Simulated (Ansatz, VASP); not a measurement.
**Two plane-wave programs on GaN**

```xyz
2
Lattice="0.0000 2.2490 2.2490 2.2490 0.0000 2.2490 2.2490 2.2490 0.0000" Properties=species:S:1:pos:R:3 pbc="T T T"
Ga    0.0000    0.0000    0.0000
N     1.1245    1.1245    1.1245
```

Alike in both runs: task single point; functional PBEsol; dispersion D3(BJ); k mesh 6 × 6 × 6; no spin polarisation.

|  | VASP | Ansatz |
| --- | --- | --- |
| version | VASP 6.6.1 | Ansatz 0.2.0 |
| potentials or method | VASP PAW PBE potentials, release 64 (Ga_d, N) | plane waves |
| plane-wave cutoff (eV) | 600 | 420 |
| occupations | gaussian, width 0.01 eV | fixed |
| valence electrons in the cell | 18 | 18 |

Ansatz gave:

| Quantity | Value |
| --- | --- |
| gap on the k mesh at the Fermi level (eV) | 1.70 |
| pressure (GPa) | -3.2 |

What did VASP give for the same quantities?

gap on the k mesh at the Fermi level (eV): 1.72; pressure (GPa): -3.6.

VASP's potentials were made for PBE, not for PBEsol.
